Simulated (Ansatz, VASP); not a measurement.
**One calculation of Co2HgSe2, two programs**

```xyz
5
Lattice="0.0000 3.6363 0.0000 3.6363 0.0000 0.0000 1.8181 1.8181 -8.8032" Properties=species:S:1:pos:R:3 pbc="T T T"
Hg    0.0000    0.0000    0.0000
Se    1.8181    1.8181   -2.9730
Se    3.6363    3.6363   -5.8302
Co    1.8181    3.6363   -4.4016
Co    3.6363    1.8181   -4.4016
```

Alike in both runs: functional PBE; k mesh 5 × 5 × 5; occupations fermi-dirac, width 0.0167 eV; no spin polarisation.

Ansatz relaxed the structure, and its values are those at the end. VASP's run is a single point on that final structure, the one shown.

|  | VASP | Ansatz |
| --- | --- | --- |
| version | VASP 6.6.1 | Ansatz 0.2.0 |
| potentials or method | VASP PAW PBE potentials, release 64 (Hg, Se, Co), cutoff 520 eV | PAW plane waves |
| valence electrons in the cell | 42 | 86 |

Ansatz gave:

| Item | Value |
| --- | --- |
| gap on the k mesh at the Fermi level (eV) | none |
| pressure (GPa) | 0.0 |
| rms of the force components (eV/Å) | 0.000 |

Q: What did VASP give for the same quantities?

A: gap on the k mesh at the Fermi level (eV): none; pressure (GPa): 0.1; rms of the force components (eV/Å): 0.008.

A gap of «none» marks a metal or a gap that the smearing closes. VASP's potentials hold 42 valence electrons a cell and Ansatz's 86, so a difference there can come from the potentials and not from the codes.

Neither program's run includes spin-orbit coupling.
